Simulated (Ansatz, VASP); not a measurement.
## Two plane-wave programs on Cd3SeS2

```
CELL_PARAMETERS angstrom
4.25702 0.00000 0.00000
-2.12851 3.68669 0.00000
0.00000 0.00000 20.82312
ATOMIC_POSITIONS crystal
Cd 0.66667 0.33333 0.99979
Cd 0.66667 0.33333 0.33800
Cd 0.66667 0.33333 0.66179
Cd 0.33333 0.66667 0.16179
Cd 0.33333 0.66667 0.49978
Cd 0.33333 0.66667 0.83800
Se 0.66667 0.33333 0.79076
Se 0.33333 0.66667 0.29076
S 0.66667 0.33333 0.12336
S 0.66667 0.33333 0.46130
S 0.33333 0.66667 0.62336
S 0.33333 0.66667 0.96130
```

Alike in both runs: functional PBE; k mesh 6 × 6 × 2; occupations gaussian, width 0.02 eV; no spin polarisation.

Ansatz relaxed the structure, and its values are those at the end. VASP's run is a single point on that final structure, the one shown.

```csv
,VASP,Ansatz
version,VASP 6.6.1,Ansatz 0.2.0
potentials or method,"VASP PAW PBE potentials, release 64 (Cd, Se, S), cutoff 520 eV","scalar-relativistic, plane waves, PAW"
valence electrons in the cell,108,176
```

Ansatz gave:

```
gap on the k mesh at the Fermi level (eV) : 0.73
least direct gap on the mesh (eV)         : 0.73
pressure (GPa)                            : 0.0
```

Question: Estimate VASP's values.

Answer: gap on the k mesh at the Fermi level (eV): 0.73; least direct gap on the mesh (eV): 0.73; pressure (GPa): 0.3.

The functional is the same, so the differences come from potentials, cutoffs and numerics. VASP's potentials hold 108 valence electrons a cell and Ansatz's 176, so a difference there can come from the potentials and not from the codes.
